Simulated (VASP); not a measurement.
# Nb (Im-3m) in VASP: single point with PBE

Aim: the single point of Nb with PBE.

All numbers are computed with VASP 6.6.1; they aren't measurements. Logs are shortened: lines on timing, memory, paths and dates and some standing lists are left out, and cuts for length are marked.

## 1. The cell of the first run

Symmetry: Im-3m, No. 229, cubic system. Conventional cell: a = 3.169 Å, b = 3.169 Å, c = 3.169 Å, α = 90.00°, β = 90.00°, γ = 90.00°. Within 3.6 Å of Nb (site symmetry m-3m) lie 14 Nb at 2.74 to 3.17 Å.

## 2. Single point, PBE

INCAR

```
SYSTEM = Nb
  ALGO = Normal
  EDIFF = 1E-6
  ENCUT = 520
  GGA = PE
  ISIF = 2
  ISMEAR = -1
  LASPH = .TRUE.
  LCHARG = .FALSE.
  LREAL = .FALSE.
  LWAVE = .FALSE.
  NBANDS = 12
  NELM = 100
  PREC = Accurate
  SIGMA = 0.08
```

KPOINTS

```
k-points
0
G
  17 17 17
  0 0 0
```

POSCAR

```
Nb
1.0
   -1.5844129659      1.5844129659      1.5844129659
    1.5844129659     -1.5844129659      1.5844129659
    1.5844129659      1.5844129659     -1.5844129659
Nb
1
Direct
    0.0000000000      0.0000000000      0.0000000000
```

Potentials or basis: VASP PAW PBE potentials, release 64 (Nb_sv).

Run with:

```bash
$ cat potpaw_PBE.64/Nb_sv/POTCAR > POTCAR
$ mpirun -np 1 vasp_std > vasp.out
```

OUTCAR:

```text
SYSTEM = Nb
   EDIFF = 1E-6
   ENCUT = 520
   GGA = PE
   ISIF = 2
   ISMEAR = -1
   LASPH = .TRUE.
   LREAL = .FALSE.
   NELM = 100
   PREC = Accurate

 ion  position               nearest neighbor table
   1  0.000  0.000  0.000-

  LATTYP: Found a body centered cubic cell.
 ALAT       =     3.1688259318

  Lattice vectors:

 A1 = (  -1.5844129659,   1.5844129659,   1.5844129659)
 A2 = (   1.5844129659,  -1.5844129659,   1.5844129659)
 A3 = (   1.5844129659,   1.5844129659,  -1.5844129659)

Analysis of symmetry for initial positions (statically):
=====================================================================
 Subroutine PRICEL returns:
 Original cell was already a primitive cell.

 Routine SETGRP: Setting up the symmetry group for a
 body centered cubic supercell.

 Subroutine GETGRP returns: Found 48 space group operations
 (whereof 48 operations were pure point group operations)
 out of a pool of 48 trial point group operations.

The static configuration has the point symmetry O_h .

Analysis of symmetry for dynamics (positions and initial velocities):
=====================================================================
 Subroutine PRICEL returns:
 Original cell was already a primitive cell.

 Routine SETGRP: Setting up the symmetry group for a
 body centered cubic supercell.

 Subroutine GETGRP returns: Found 48 space group operations
 (whereof 48 operations were pure point group operations)
 out of a pool of 48 trial point group operations.

The dynamic configuration has the point symmetry O_h .

 Subroutine INISYM returns: Found 48 space group operations
 (whereof 48 operations are pure point group operations),
 and found     1 'primitive' translations

----------------------------------------------------------------------------------------

                                     Primitive cell

  volume of cell :      15.9098

  direct lattice vectors                    reciprocal lattice vectors
    -1.584412966  1.584412966  1.584412966     0.000000000  0.315574292  0.315574292
     1.584412966 -1.584412966  1.584412966     0.315574292  0.000000000  0.315574292
     1.584412966  1.584412966 -1.584412966     0.315574292  0.315574292  0.000000000

  length of vectors
     2.744283757  2.744283757  2.744283757     0.446289444  0.446289444  0.446289444

  position of ions in fractional coordinates (direct lattice)
     0.000000000  0.000000000  0.000000000

  ion indices of the primitive-cell ions
   primitive index   ion index
                 1           1

----------------------------------------------------------------------------------------

 KPOINTS: k-points

Automatic generation of k-mesh.
 Grid dimensions read from file:
 generate k-points for:   17   17   17

 Generating k-lattice:

  Cartesian coordinates                     Fractional coordinates (reciprocal lattice)
     0.000000000  0.018563194  0.018563194     0.058823529  0.000000000  0.000000000
     0.018563194  0.000000000  0.018563194     0.000000000  0.058823529  0.000000000
     0.018563194  0.018563194  0.000000000     0.000000000  0.000000000  0.058823529

  Length of vectors
     0.026252320  0.026252320  0.026252320

  Shift w.r.t. Gamma in fractional coordinates (k-lattice)
     0.000000000  0.000000000  0.000000000

 Subroutine IBZKPT returns following result:
 ===========================================

 Found    165 irreducible k-points:

 Following reciprocal coordinates:
            Coordinates               Weight
  0.000000  0.000000  0.000000      1.000000
  0.058824  0.000000  0.000000     12.000000
  0.117647  0.000000  0.000000     12.000000
  0.176471  0.000000  0.000000     12.000000
  0.235294  0.000000  0.000000     12.000000
  0.294118  0.000000  0.000000     12.000000
[... 16 lines left out ...]
  0.411765  0.117647  0.000000     48.000000
  0.176471  0.176471  0.000000     24.000000
 [... further k-points ...]
   k-points           NKPTS =    165   k-points in BZ     NKDIM =    165   number of bands    NBANDS=     12
   number of dos      NEDOS =    301   number of ions     NIONS =      1
   total plane-waves  NPLWV =   8000
   dimension x,y,z NGX =    20 NGY =   20 NGZ =   20
   dimension x,y,z NGXF=    40 NGYF=   40 NGZF=   40
   ions per type =               1
   NGX,Y,Z   is equivalent  to a cutoff of  12.12, 12.12, 12.12 a.u.
   NGXF,Y,Z  is equivalent  to a cutoff of  24.23, 24.23, 24.23 a.u.
 SYSTEM =  Nb
   PREC   = accura    normal or accurate (medium, high low for compatibility)
   ISTART =      0    job   : 0-new  1-cont  2-samecut
   ICHARG =      2    charge: 1-file 2-atom 10-const
   ISPIN  =      1    spin polarized calculation?
   LNONCOLLINEAR =      F non collinear calculations
   LSORBIT =      F    spin-orbit coupling
   LASPH  =      T    aspherical Exc in radial PAW
   ENCUT  =  520.0 eV  38.22 Ry    6.18 a.u.   5.10  5.10  5.10*2*pi/ulx,y,z
   NELM   =    100;   NELMIN=  2; NELMDL= -5     # of ELM steps
   EDIFF  = 0.1E-05   stopping-criterion for ELM
   LREAL  =      F    real-space projection
   EDIFFG = 0.1E-04   stopping-criterion for IOM
   NSW    =      0    number of steps for IOM
   IBRION =     -1    ionic relax: 0-MD 1-quasi-New 2-CG
   NFREE  =      0    steps in history (QN), initial steepest desc. (CG)
   ISIF   =      2    stress and relaxation
   ISYM   =      2    0-nonsym 1-usesym 2-fastsym
   POTIM  = 0.5000    time-step for ionic-motion
   TEBEG  =    0.0;   TEEND  =   0.0 temperature during run
   PSTRESS=    0.0 pullay stress
   NELECT =      13.0000    total number of electrons
   NUPDOWN=      -1.0000    fix difference up-down
   EMIN   =  10.00;   EMAX   =-10.00  energy-range for DOS
   EFERMI =   0.00;   METHOD = LEGACY
   ISMEAR =    -1;   SIGMA  =   0.08  broadening in eV -4-tet -1-fermi 0-gaus
   EFERMI_NEDOS =   21; number of points for ismear=-14 and -15
   IALGO  =     38    algorithm
   IMIX   =      4    mixing-type and parameters
     AMIX     =   0.40;   BMIX     =  1.00
     AMIX_MAG =   1.60;   BMIX_MAG =  1.00
  volume/ion in A,a.u.               =      15.91       107.36
  Fermi-wavevector in a.u.,A,eV,Ry     =   1.530503  2.892232 31.870830  2.342440
  Thomas-Fermi vector in A             =   2.637977
   LORBIT       =      0    0 simple, 1 ext, 2 COOP (PROOUT), +10 PAW based schemes
   GGA     = PE    functional components
[... 5 lines left out ...]
 non-spin polarized calculation
  energy-cutoff  :      520.00
  volume of cell :       15.91
 maximum number of plane-waves:       444
   NGX = 11   NGY = 11   NGZ = 11

 number of electron      13.0000002 magnetization

 Free energy of the ion-electron system (eV)
  ---------------------------------------------------
  ext. energy  EPLUGINS =         0.00000000
  ---------------------------------------------------
  free energy    TOTEN  =       -10.05971288 eV

  energy without entropy =      -10.03363291  energy(sigma->0) =      -10.04667290

 E-fermi :  13.0291     XC(G=0): -13.1543

 val. band max:       13.0182230014   @ k =  -0.2941   0.2941   0.0588
 cond. band min:      13.0332877280   @ k =  -0.2941   0.2941   0.1765
 fundamental gap:      0.0150647266
 Fermi energy:        13.0290962573

 k-point     1 :       0.0000    0.0000    0.0000
  band No.  band energies     occupation
      1     -41.2470      2.00000
      2     -16.2158      2.00000
      3     -16.2158      2.00000
      4     -16.2158      2.00000
      5       6.8838      2.00000
      6      13.3176      0.05288
      7      13.3176      0.05288
      8      13.3176      0.05288
      9      16.6576      0.00000
     10      16.6576      0.00000
     11      27.5457      0.00000
     12      27.5457      0.00000

 k-point     2 :       0.0588    0.0000    0.0000
  band No.  band energies     occupation
      1     -41.2339      2.00000
      2     -16.2895      2.00000
      3     -16.2375      2.00000
      4     -16.2166      2.00000
      5       7.0507      2.00000
      6      13.2104      0.18801
      7      13.2926      0.07157
      8      13.4786      0.00723
      9      16.4818      0.00000
     10      16.6551      0.00000
     11      27.6935      0.00000
     12      27.8317      0.00000

 k-point     3 :       0.1176    0.0000    0.0000
  band No.  band energies     occupation
      1     -41.1963      2.00000
      2     -16.4974      2.00000
      3     -16.2992      2.00000
      4     -16.2191      2.00000
      5       7.5194      2.00000
      6      12.9188      1.59738
      7      13.1858      0.24720
      8      13.9547      0.00002
      9      16.1344      0.00000
     10      16.6590      0.00000
     11      28.0622      0.00000
     12      28.6577      0.00000

 k-point     4 :       0.1765    0.0000    0.0000
  band No.  band energies     occupation
      1     -41.1389      2.00000
      2     -16.8039      2.00000
      3     -16.3915      2.00000
      4     -16.2228      2.00000
      5       8.1825      2.00000
      6      12.5142      1.99680
      7      12.9790      1.30308
      8      14.7248      0.00000
      9      15.9376      0.00000
     10      16.6961      0.00000
     11      28.3849      0.00000
     12      29.9503      0.00000

 k-point     5 :       0.2353    0.0000    0.0000
  band No.  band energies     occupation
      1     -41.0688      2.00000
      2     -17.1608      2.00000
      3     -16.5008      2.00000
      4     -16.2274      2.00000
      5       8.8176      2.00000
      6      12.0741      1.99999
      7      12.8671      1.76691
      8      15.7519      0.00000
      9      16.0181      0.00000
     10      16.7925      0.00000
     11      28.2096      0.00000
     12      30.5672      0.00000

 k-point     6 :       0.2941    0.0000    0.0000
  band No.  band energies     occupation
      1     -40.9953      2.00000
      2     -17.5176      2.00000
      3     -16.6118      2.00000
      4     -16.2323      2.00000
      5       9.1229      2.00000
      6      11.6614      2.00000
      7      13.2139      0.18056
      8      16.2895      0.00000
      9      16.9589      0.00000
     10      16.9766      0.00000
     11      27.4198      0.00000
     12      29.8885      0.00000

 k-point     7 :       0.3529    0.0000    0.0000
  band No.  band energies     occupation
      1     -40.9282      2.00000
      2     -17.8285      2.00000
      3     -16.7098      2.00000
      4     -16.2367      2.00000
      5       9.0613      2.00000
      6      11.3204      2.00000
      7      14.0643      0.00000
      8      16.6085      0.00000
      9      17.1797      0.00000
     10      18.2987      0.00000
     11      26.4173      0.00000
     12      28.7818      0.00000

 k-point     8 :       0.4118    0.0000    0.0000
  band No.  band energies     occupation
      1     -40.8772      2.00000
      2     -18.0570      2.00000
      3     -16.7825      2.00000
      4     -16.2402      2.00000
      5       8.8780      2.00000
      6      11.0793      2.00000
      7      15.0797      0.00000
      8      16.8218      0.00000
      9      17.4046      0.00000
     10      19.5320      0.00000
     11      25.5640      0.00000
     12      27.7776      0.00000
[... 166 lines left out ...]
 k-point    20 :       0.2353    0.1176    0.0000
  band No.  band energies     occupation
      1     -40.9727      2.00000
      2     -17.5484      2.00000
      3     -16.6501      2.00000
      4     -16.3187      2.00000
      5       9.5747      2.00000
      6      11.6911      2.00000
      7      12.5990      1.99079
      8      15.8495      0.00000
      9      17.3682      0.00000
     10      17.7899      0.00000
     11      27.9173      0.00000
     12      29.7722      0.00000

 k-point    21 :       0.2941    0.1176   -0.0000
  band No.  band energies     occupation
      1     -40.9101      2.00000
      2     -17.8067      2.00000
      3     -16.7731      2.00000
      4     -16.3273      2.00000
      5       9.5242      2.00000
      6      11.3967      2.00000
      7      13.2888      0.07488
      8      16.2147      0.00000
      9      17.5545      0.00000
     10      19.1564      0.00000
     11      26.9504      0.00000
     12      28.7882      0.00000

 k-point    22 :       0.3529    0.1176   -0.0000
  band No.  band energies     occupation
      1     -40.8624      2.00000
      2     -17.9966      2.00000
      3     -16.8658      2.00000
      4     -16.3331      2.00000
      5       9.3347      2.00000
      6      11.1972      2.00000
      7      14.0948      0.00000
      8      16.5161      0.00000
      9      17.7775      0.00000
     10      20.4103      0.00000
     11      26.2517      0.00000
     12      27.5851      0.00000

 k-point    23 :       0.4118    0.1176    0.0000
  band No.  band energies     occupation
      1     -40.8367      2.00000
      2     -18.0971      2.00000
      3     -16.9153      2.00000
      4     -16.3361      2.00000
      5       9.2048      2.00000
      6      11.0958      2.00000
      7      14.6460      0.00000
      8      16.5814      0.00000
      9      18.0401      0.00000
     10      21.2203      0.00000
     11      25.8798      0.00000
     12      26.7535      0.00000

 k-point    24 :       0.1765    0.1765    0.0000
  band No.  band energies     occupation
      1     -40.9789      2.00000
      2     -17.4930      2.00000
      3     -16.6390      2.00000
      4     -16.3513      2.00000
      5       9.7713      2.00000
      6      11.7838      2.00000
      7      12.2259      1.99991
      8      15.6588      0.00000
      9      17.4092      0.00000
     10      17.8113      0.00000
     11      28.5036      0.00000
     12      29.7196      0.00000

 [... further k-points ...]
[... 5 lines left out ...]
  --------------------------------------------------------------------------------------
  -------------------------------------------------------------------------------------
  Total        2.7420812      2.7420812      2.7420812      0.0000000     -0.0000000     -0.0000000
  in kB      276.1377270    276.1377270    276.1377270      0.0000000     -0.0000000     -0.0000000
  external PRESSURE =     276.1377270 kB  Pullay stress =       0.0000000 kB

 VOLUME and BASIS-vectors are now :
 -----------------------------------------------------------------------------
  energy-cutoff  :      520.00
  volume of cell :       15.91
      direct lattice vectors                 reciprocal lattice vectors
    -1.584412966  1.584412966  1.584412966     0.000000000  0.315574292  0.315574292
     1.584412966 -1.584412966  1.584412966     0.315574292  0.000000000  0.315574292
     1.584412966  1.584412966 -1.584412966     0.315574292  0.315574292  0.000000000

 POSITION                                       TOTAL-FORCE (eV/Angst)
 -----------------------------------------------------------------------------------
      0.00000      0.00000      0.00000         0.000000     -0.000000      0.000000
 -----------------------------------------------------------------------------------
    total drift:                                0.000000     -0.000000      0.000000

  FREE ENERGIE OF THE ION-ELECTRON SYSTEM (eV)
  ---------------------------------------------------
  free  energy   TOTEN  =       -10.0597128835 eV

  energy  without entropy=      -10.0336329129  energy(sigma->0) =      -10.04667290
```

Run time: 20 s. Hardware: 1 thread of Intel Xeon Platinum 8259CL at 2.50GHz (Skylake/Cascade Lake), shared host; peak memory 0.15 GiB.

What came out:

```yaml
Free_energy: -10.0597 eV
Pressure: 27.6 GPa
```
